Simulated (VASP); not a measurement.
BaZrS3, 20 atoms in the cell. The structure is orthorhombic, space group Pnma (No. 62). The conventional cell has a = 7.130 Å, b = 10.030 Å, c = 7.036 Å, α = 90.00°, β = 90.00°, γ = 90.00°. Ba (site symmetry m) has 10 S at 3.17 to 3.97 Å and 2 Zr at 4.09 Å within 4.2 Å. Within 3.4 Å of Zr (site symmetry -1) lie 6 S at 2.55 to 2.56 Å. Within 3.4 Å of S (site symmetry m) lie 2 Zr at 2.55 Å and 2 Ba at 3.17 to 3.23 Å. Within 3.4 Å of S (site symmetry 1) lie 2 Zr at 2.55 to 2.56 Å and 1 Ba at 3.18 Å. 

| Item | Value |
| --- | --- |
| Program | VASP 6.6.1 |
| Task | single point |
| Functional | PBE |
| Potentials or basis | VASP PAW PBE potentials, release 64 (Ba_sv, Zr_sv, S) |
| Cutoff | 500 eV |
| k mesh | 4 × 4 × 4 |
| Occupations | fermi-dirac, width 0.02 eV |
| Spin | no spin polarisation |
| Dipole correction | no |
| Further INCAR settings | ALGO = Normal; EDIFF = 1e-06; NBANDS = 96 |

Potentials or basis: VASP PAW PBE potentials, release 64 (Ba_sv, Zr_sv, S).

Command:

```bash
$ cat potpaw_PBE.64/Ba_sv/POTCAR potpaw_PBE.64/Zr_sv/POTCAR potpaw_PBE.64/S/POTCAR > POTCAR
$ mpirun -np 4 vasp_std > vasp.out
```

Hardware: 4 MPI ranks on AMD EPYC 7R13 Processor (Zen 3), with other jobs on the host.

**Question.** Estimate the wall time of this run.

**Answer.** It took 6.6 min on 4 MPI ranks on AMD EPYC 7R13 Processor (Zen 3), on a shared host, peak memory 1.1 GiB a rank. Counts: scf iterations 16, k points 27.
